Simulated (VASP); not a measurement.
Write the native input for VASP 6.6.1 that does the following.

| Property | Result |
| --- | --- |
| Task | single point |
| Functional | PBE |
| Potentials or basis | VASP PAW PBE potentials, release 64 (Ta_sv_GW, N) |
| Cutoff | 520 eV |
| k mesh | 12 × 12 × 10 |
| Occupations | gaussian, width 0.1 eV |
| Spin | no spin polarisation |
| Dipole correction | no |
| k mesh for the DOS | 18 × 18 × 15 |
| Occupations for the DOS | tetrahedron |
| Further INCAR settings | ALGO = Normal; EDIFF = 1e-06 |

Crystal: Ta4N.

```
Ta N
1.0
     5.25771    0.00000    0.00000
    -2.62886    4.55331    0.00000
     0.00000    0.00000    3.87553
Ta N
4 1
Direct
  0.50000 0.00000 0.00000
  0.00000 0.50000 0.00000
  0.50000 0.50000 0.00000
  0.00000 0.00000 0.50000
  0.00000 0.00000 0.00000
```

One way to write it, as run:

POSCAR

```
Ta4N
1.0
    5.2577145932      0.0000000000      0.0000000000
   -2.6288572966      4.5533144036      0.0000000000
    0.0000000000      0.0000000000      3.8755300671
Ta N
4 1
Direct
    0.5000000000      0.0000000000      0.0000000000
    0.0000000000      0.5000000000      0.0000000000
    0.5000000000      0.5000000000      0.0000000000
    0.0000000000      0.0000000000      0.5000000000
    0.0000000000      0.0000000000      0.0000000000
```

INCAR.step1

```
SYSTEM = Ta4N
PREC = Accurate
ENCUT = 520
EDIFF = 1E-6
ISMEAR = 0
SIGMA = 0.1
LREAL = .FALSE.
LASPH = .TRUE.
NELM = 120
ALGO = Normal
ISIF = 2
LWAVE = .FALSE.
LCHARG = .TRUE.
LMAXMIX = 4
GGA = PE
NBANDS = 36
GGA_COMPAT = .FALSE.
NEDOS = 2001
LORBIT = 11
```

KPOINTS.step1

```
regular mesh
0
G
  12 12 10
  0 0 0
```

INCAR.step2

```
SYSTEM = Ta4N
PREC = Accurate
ENCUT = 520
EDIFF = 1E-6
ISMEAR = -5
SIGMA = 0.1
LREAL = .FALSE.
LASPH = .TRUE.
NELM = 120
ALGO = Normal
ISIF = 2
LWAVE = .FALSE.
LCHARG = .FALSE.
LMAXMIX = 4
GGA = PE
LORBIT = 11
NEDOS = 2001
ICHARG = 11
GGA_COMPAT = .FALSE.
```

KPOINTS.step2

```
regular mesh
0
G
  18 18 15
  0 0 0
```

Potentials or basis: VASP PAW PBE potentials, release 64 (Ta_sv_GW, N).

The run is started by

```sh
$ cat potpaw_PBE.64/Ta_sv_GW/POTCAR potpaw_PBE.64/N/POTCAR > POTCAR
$ cp INCAR.step1 INCAR
$ cp KPOINTS.step1 KPOINTS
$ mpirun -np 1 vasp_std > vasp.out
$ cp INCAR.step2 INCAR
$ cp KPOINTS.step2 KPOINTS
$ mpirun -np 1 vasp_std > vasp.out
```

It gave:

The valence electrons inside the program's atomic spheres are Ta 12.00, 11.76 (each value once); N 3.72.

Wall time 9.4 min on 1 thread of Intel(R) Xeon(R) 6975P-C (Granite Rapids), on a shared host, peak memory 0.79 GiB.
